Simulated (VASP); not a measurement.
# La3Tl (Pm-3m) in VASP: notebook

Runs on La3Tl. Level: LDA. Tasks: single point.

All numbers are computed with VASP 6.6.1; they aren't measurements. Logs are shortened: lines on timing, memory, paths and dates and some standing lists are left out, and cuts for length are marked.

## 1. The cell of the first run

It takes space group Pm-3m (No. 221, cubic). Conventional cell: a = 4.992 Å, b = 4.992 Å, c = 4.992 Å, α = 90.00°, β = 90.00°, γ = 90.00°. La (site symmetry 4/mmm) has 8 La at 3.53 Å and 4 Tl at 3.53 Å within 4.6 Å. Within 4.6 Å of Tl (site symmetry m-3m) lie 12 La at 3.53 Å.

## 2. Single point, LDA (volume scaled by 0.96)

Contents of INCAR:

```
  ALGO = Normal
  EDIFF = 1E-6
  ENCUT = 520
  GGA = CA
  ISIF = 2
  ISMEAR = -1
  LASPH = T
  LCHARG = F
  LREAL = F
  LWAVE = F
  NBANDS = 31
  NELM = 100
  PREC = Accurate
  SIGMA = 0.08
```

Contents of KPOINTS:

```
k-points
0
Gamma
  8 8 8
```

Contents of POSCAR:

```
La3Tl
1.0
    4.9916132384      0.0000000000      0.0000000000
    0.0000000000      4.9916132384      0.0000000000
    0.0000000000      0.0000000000      4.9916132384
La Tl
3 1
Direct
    0.0000000000      0.5000000000      0.5000000000
    0.5000000000      0.0000000000      0.5000000000
    0.5000000000      0.5000000000      0.0000000000
    0.0000000000      0.0000000000      0.0000000000
```

Potentials or basis: VASP PAW LDA potentials, release 64 (La, Tl_d).

Launch:

```
$ cat potpaw_LDA.64/La/POTCAR potpaw_LDA.64/Tl_d/POTCAR > POTCAR
$ mpirun -np 1 vasp_std > vasp.out
```

OUTCAR:

```text
EDIFF = 1E-6
   ENCUT = 520
   GGA = CA
   ISIF = 2
   ISMEAR = -1
   LASPH = T
   LREAL = F
   NELM = 100
   PREC = Accurate

 ion  position               nearest neighbor table
   1  0.000  0.500  0.500-   2 3.53   3 3.53   4 3.53   3 3.53   4 3.53   2 3.53   4 3.53   4 3.53
                             2 3.53   3 3.53   3 3.53   2 3.53
   2  0.500  0.000  0.500-   1 3.53   3 3.53   4 3.53   3 3.53   4 3.53   1 3.53   3 3.53   3 3.53
                             1 3.53   4 3.53   4 3.53   1 3.53
   3  0.500  0.500  0.000-   1 3.53   2 3.53   4 3.53   1 3.53   2 3.53   2 3.53   4 3.53   2 3.53
                             1 3.53   4 3.53   1 3.53   4 3.53
   4  0.000  0.000  0.000-   1 3.53   2 3.53   3 3.53   1 3.53   2 3.53   1 3.53   3 3.53   1 3.53
                             2 3.53   3 3.53   2 3.53   3 3.53

  LATTYP: Found a simple cubic cell.
 ALAT       =     4.9916132384

  Lattice vectors:

 A1 = (   4.9916132384,   0.0000000000,   0.0000000000)
 A2 = (   0.0000000000,   4.9916132384,   0.0000000000)
 A3 = (   0.0000000000,   0.0000000000,   4.9916132384)

Analysis of symmetry for initial positions (statically):
=====================================================================
 Subroutine PRICEL returns:
 Original cell was already a primitive cell.

 Routine SETGRP: Setting up the symmetry group for a
 simple cubic supercell.

 Subroutine GETGRP returns: Found 48 space group operations
 (whereof 48 operations were pure point group operations)
 out of a pool of 48 trial point group operations.

The static configuration has the point symmetry O_h .

Analysis of symmetry for dynamics (positions and initial velocities):
=====================================================================
 Subroutine PRICEL returns:
 Original cell was already a primitive cell.

 Routine SETGRP: Setting up the symmetry group for a
 simple cubic supercell.

 Subroutine GETGRP returns: Found 48 space group operations
 (whereof 48 operations were pure point group operations)
 out of a pool of 48 trial point group operations.

The dynamic configuration has the point symmetry O_h .

 Subroutine INISYM returns: Found 48 space group operations
 (whereof 48 operations are pure point group operations),
 and found     1 'primitive' translations

----------------------------------------------------------------------------------------

                                     Primitive cell

  volume of cell :     124.3720

  direct lattice vectors                    reciprocal lattice vectors
     4.991613238  0.000000000  0.000000000     0.200336034  0.000000000  0.000000000
     0.000000000  4.991613238  0.000000000     0.000000000  0.200336034  0.000000000
     0.000000000  0.000000000  4.991613238     0.000000000  0.000000000  0.200336034

  length of vectors
     4.991613238  4.991613238  4.991613238     0.200336034  0.200336034  0.200336034

  position of ions in fractional coordinates (direct lattice)
     0.000000000  0.500000000  0.500000000
     0.500000000  0.000000000  0.500000000
     0.500000000  0.500000000  0.000000000
     0.000000000  0.000000000  0.000000000

  ion indices of the primitive-cell ions
   primitive index   ion index
                 1           1
                 2           2
                 3           3
                 4           4

----------------------------------------------------------------------------------------

 KPOINTS: k-points

Automatic generation of k-mesh.
 Grid dimensions read from file:
 generate k-points for:    8    8    8

 Generating k-lattice:

  Cartesian coordinates                     Fractional coordinates (reciprocal lattice)
     0.025042004  0.000000000  0.000000000     0.125000000  0.000000000  0.000000000
     0.000000000  0.025042004  0.000000000     0.000000000  0.125000000  0.000000000
     0.000000000  0.000000000  0.025042004     0.000000000  0.000000000  0.125000000

  Length of vectors
     0.025042004  0.025042004  0.025042004

  Shift w.r.t. Gamma in fractional coordinates (k-lattice)
     0.000000000  0.000000000  0.000000000

 Subroutine IBZKPT returns following result:
 ===========================================

 Found     35 irreducible k-points:

 Following reciprocal coordinates:
            Coordinates               Weight
  0.000000  0.000000  0.000000      1.000000
  0.125000  0.000000  0.000000      6.000000
  0.250000  0.000000  0.000000      6.000000
  0.375000  0.000000  0.000000      6.000000
  0.500000  0.000000  0.000000      3.000000
  0.125000  0.125000  0.000000     12.000000
[... 16 lines left out ...]
  0.375000  0.375000  0.125000     24.000000
  0.500000  0.375000  0.125000     24.000000
 [... further k-points ...]
   k-points           NKPTS =     35   k-points in BZ     NKDIM =     35   number of bands    NBANDS=     31
   number of dos      NEDOS =    301   number of ions     NIONS =      4
   total plane-waves  NPLWV =  64000
   dimension x,y,z NGX =    40 NGY =   40 NGZ =   40
   dimension x,y,z NGXF=    80 NGYF=   80 NGZF=   80
   ions per type =               3   1
   NGX,Y,Z   is equivalent  to a cutoff of  13.32, 13.32, 13.32 a.u.
   NGXF,Y,Z  is equivalent  to a cutoff of  26.64, 26.64, 26.64 a.u.
 SYSTEM =  unknown system
   PREC   = accura    normal or accurate (medium, high low for compatibility)
   ISTART =      0    job   : 0-new  1-cont  2-samecut
   ICHARG =      2    charge: 1-file 2-atom 10-const
   ISPIN  =      1    spin polarized calculation?
   LNONCOLLINEAR =      F non collinear calculations
   LSORBIT =      F    spin-orbit coupling
   LASPH  =      T    aspherical Exc in radial PAW
   ENCUT  =  520.0 eV  38.22 Ry    6.18 a.u.   9.28  9.28  9.28*2*pi/ulx,y,z
   NELM   =    100;   NELMIN=  2; NELMDL= -5     # of ELM steps
   EDIFF  = 0.1E-05   stopping-criterion for ELM
   LREAL  =      F    real-space projection
   EDIFFG = 0.1E-04   stopping-criterion for IOM
   NSW    =      0    number of steps for IOM
   IBRION =     -1    ionic relax: 0-MD 1-quasi-New 2-CG
   NFREE  =      0    steps in history (QN), initial steepest desc. (CG)
   ISIF   =      2    stress and relaxation
   ISYM   =      2    0-nonsym 1-usesym 2-fastsym
   POTIM  = 0.5000    time-step for ionic-motion
   TEBEG  =    0.0;   TEEND  =   0.0 temperature during run
   PSTRESS=    0.0 pullay stress
   NELECT =      46.0000    total number of electrons
   NUPDOWN=      -1.0000    fix difference up-down
   EMIN   =  10.00;   EMAX   =-10.00  energy-range for DOS
   EFERMI =   0.00;   METHOD = LEGACY
   ISMEAR =    -1;   SIGMA  =   0.08  broadening in eV -4-tet -1-fermi 0-gaus
   EFERMI_NEDOS =   21; number of points for ismear=-14 and -15
   IALGO  =     38    algorithm
   IMIX   =      4    mixing-type and parameters
     AMIX     =   0.40;   BMIX     =  1.00
     AMIX_MAG =   1.60;   BMIX_MAG =  1.00
  volume/ion in A,a.u.               =      31.09       209.83
  Fermi-wavevector in a.u.,A,eV,Ry     =   1.175132  2.220677 18.788752  1.380934
  Thomas-Fermi vector in A             =   2.311517
   LORBIT       =      0    0 simple, 1 ext, 2 COOP (PROOUT), +10 PAW based schemes
   GGA     = CA    functional components
   LHFCALC =     F    Hartree Fock is set to
   AEXX    =    0.0000 exact exchange contribution
   IVDW    =     0    specifies the selected vdW correction
   LEPSILON=     F    determine dielectric tensor
   LRPA    =     F    only Hartree local field effects (RPA)
 non-spin polarized calculation
  energy-cutoff  :      520.00
  volume of cell :      124.37
 maximum number of plane-waves:      3407
 NGX is ok and might be reduce to    40
   NGX = 19   NGY = 19   NGZ = 19

 number of electron      46.0000000 magnetization

 Free energy of the ion-electron system (eV)
  ---------------------------------------------------
  ext. energy  EPLUGINS =         0.00000000
  ---------------------------------------------------
  free energy    TOTEN  =       -20.92012698 eV

  energy without entropy =      -20.80171168  energy(sigma->0) =      -20.86091933

 E-fermi :   8.5078     XC(G=0): -10.4245

 val. band max:        8.5065990640   @ k =   0.5000   0.3750   0.0000
 cond. band min:       8.5080057737   @ k =   0.2500   0.2500   0.2500
 fundamental gap:      0.0014067097
 Fermi energy:         8.5077588429

 k-point     1 :       0.0000    0.0000    0.0000
  band No.  band energies     occupation
      1     -24.1993      2.00000
      2     -23.8131      2.00000
      3     -23.8131      2.00000
      4      -8.5640      2.00000
      5      -8.5640      2.00000
      6      -8.5640      2.00000
[... 23 lines left out ...]
     30      10.2745      0.00000
     31      10.2888      0.00000

 k-point     2 :       0.1250    0.0000    0.0000
  band No.  band energies     occupation
      1     -24.1867      2.00000
      2     -23.8265      2.00000
      3     -23.8128      2.00000
      4      -8.5353      2.00000
      5      -8.5353      2.00000
      6      -8.5214      2.00000
[... 23 lines left out ...]
     30      10.2747      0.00000
     31      10.2898      0.00000

 k-point     3 :       0.2500    0.0000    0.0000
  band No.  band energies     occupation
      1     -24.1513      2.00000
      2     -23.8636      2.00000
      3     -23.8122      2.00000
      4      -8.4571      2.00000
      5      -8.4571      2.00000
      6      -8.3959      2.00000
[... 23 lines left out ...]
     30      10.2542      0.00000
     31      10.2654      0.00000

 k-point     4 :       0.3750    0.0000    0.0000
  band No.  band energies     occupation
      1     -24.1031      2.00000
      2     -23.9136      2.00000
      3     -23.8115      2.00000
      4      -8.3589      2.00000
      5      -8.3589      2.00000
      6      -8.1969      2.00000
[... 23 lines left out ...]
     30      10.1573      0.00000
     31      10.1715      0.00000

 k-point     5 :       0.5000    0.0000    0.0000
  band No.  band energies     occupation
      1     -24.0728      2.00000
      2     -23.9446      2.00000
      3     -23.8113      2.00000
      4      -8.3075      2.00000
      5      -8.3075      2.00000
      6      -7.9937      2.00000
[... 23 lines left out ...]
     30      10.0276      0.00000
     31      10.0336      0.00000
[... 542 lines left out ...]
     30      10.1000      0.00000
     31      10.2391      0.00000

 k-point    22 :       0.5000    0.2500    0.1250
  band No.  band energies     occupation
      1     -24.0274      2.00000
      2     -23.9427      2.00000
      3     -23.8565      2.00000
      4      -8.5604      2.00000
      5      -8.3037      2.00000
      6      -8.0454      2.00000
[... 23 lines left out ...]
     30      10.2363      0.00000
     31      10.2708      0.00000

 k-point    23 :       0.3750    0.3750    0.1250
  band No.  band energies     occupation
      1     -24.0174      2.00000
      2     -23.9229      2.00000
      3     -23.8855      2.00000
      4      -8.6312      2.00000
      5      -8.3670      2.00000
      6      -8.0411      2.00000
[... 23 lines left out ...]
     30      10.1808      0.00000
     31      10.1901      0.00000

 k-point    24 :       0.5000    0.3750    0.1250
  band No.  band energies     occupation
      1     -23.9881      2.00000
      2     -23.9417      2.00000
      3     -23.8956      2.00000
      4      -8.6256      2.00000
      5      -8.4360      2.00000
      6      -8.0487      2.00000
[... 23 lines left out ...]
     30      10.1461      0.00000
     31      10.2052      0.00000

 [... further k-points ...]

------------------------ aborting loop because EDIFF is reached ----------------------------------------

  FORCE on cell =-STRESS in cart. coord.  units (eV):
  Direction    XX          YY          ZZ          XY          YZ          ZX
  --------------------------------------------------------------------------------------
  -------------------------------------------------------------------------------------
  Total       -1.6828458     -1.6828458     -1.6828458     -0.0000000      0.0000000      0.0000000
  in kB      -21.6786447    -21.6786447    -21.6786447     -0.0000000      0.0000000      0.0000000
  external PRESSURE =     -21.6786447 kB  Pullay stress =       0.0000000 kB

 VOLUME and BASIS-vectors are now :
 -----------------------------------------------------------------------------
  energy-cutoff  :      520.00
  volume of cell :      124.37
      direct lattice vectors                 reciprocal lattice vectors
     4.991613238  0.000000000  0.000000000     0.200336034  0.000000000  0.000000000
     0.000000000  4.991613238  0.000000000     0.000000000  0.200336034  0.000000000
     0.000000000  0.000000000  4.991613238     0.000000000  0.000000000  0.200336034

 POSITION                                       TOTAL-FORCE (eV/Angst)
 -----------------------------------------------------------------------------------
      0.00000      2.49581      2.49581         0.000000      0.000000      0.000000
      2.49581      0.00000      2.49581         0.000000      0.000000      0.000000
      2.49581      2.49581      0.00000         0.000000      0.000000      0.000000
      0.00000      0.00000      0.00000         0.000000      0.000000      0.000000
 -----------------------------------------------------------------------------------
    total drift:                                0.000000     -0.000000     -0.000000

  FREE ENERGIE OF THE ION-ELECTRON SYSTEM (eV)
  ---------------------------------------------------
  free  energy   TOTEN  =       -20.9201269772 eV

  energy  without entropy=      -20.8017116795  energy(sigma->0) =      -20.86091933
```

Run time: 68 s. Hardware: 1 thread of Intel Xeon 6975P-C (Granite Rapids), shared host; peak memory 0.28 GiB.

What came out:

```
Free energy            : -20.9201 eV
Pressure               : -2.2 GPa
Band gap on the k mesh : zero (band 23 reaches 8.86 eV, above the bottom of band 24 at 7.70 eV)
```

Caveat: spin-orbit coupling is left out, which moves the levels of the heavy elements.

## 3. Single point, LDA (volume scaled by 0.99)

Contents of INCAR:

```
SYSTEM = La3Tl
ALGO = Normal
EDIFF = 1E-6
ENCUT = 520
GGA = CA
ISIF = 2
ISMEAR = -1
LASPH = .True.
LCHARG = .False.
LREAL = .False.
LWAVE = .False.
NBANDS = 31
NELM = 100
PREC = Accurate
SIGMA = 0.08
```

Contents of KPOINTS:

```
k-points
0
Gamma
  8 8 8
  0 0 0
```

Contents of POSCAR:

```
La3Tl
1.0
    5.0430767967      0.0000000000      0.0000000000
    0.0000000000      5.0430767967      0.0000000000
    0.0000000000      0.0000000000      5.0430767967
La Tl
3 1
Direct
    0.0000000000      0.5000000000      0.5000000000
    0.5000000000      0.0000000000      0.5000000000
    0.5000000000      0.5000000000      0.0000000000
    0.0000000000      0.0000000000      0.0000000000
```

Potentials or basis: VASP PAW LDA potentials, release 64 (La, Tl_d).

Launch:

```
$ cat potpaw_LDA.64/La/POTCAR potpaw_LDA.64/Tl_d/POTCAR > POTCAR
$ mpirun -np 1 vasp_std > vasp.out
```

It took 78 s on 1 thread of Intel Xeon 6975P-C (Granite Rapids), shared host; peak memory 0.28 GiB.

It converged, with:

```yaml
Free_energy: -20.8541 eV
Pressure: -3.3 GPa
Band_gap_on_the_k_mesh: zero (band 23 reaches 8.50 eV, above the bottom of band 24 at 7.41 eV)
```

Levels at points of the mesh, in eV from the Fermi level:
```csv
k point,band 21,band 22,band 23,band 24,band 25,band 26
"(0.00, 0.00, 0.00)",-0.82,-0.82,-0.78,-0.78,0.79,0.79
"(0.50, 0.00, 0.00)",-0.74,-0.74,-0.62,0.70,1.04,1.07
"(0.50, 0.50, 0.00)",-1.35,-0.08,-0.08,0.27,0.64,1.01
"(0.50, 0.50, 0.50)",-1.06,0.31,0.31,0.31,1.15,1.35
```

Caveat: spin-orbit coupling is left out, which moves the levels of the heavy elements.
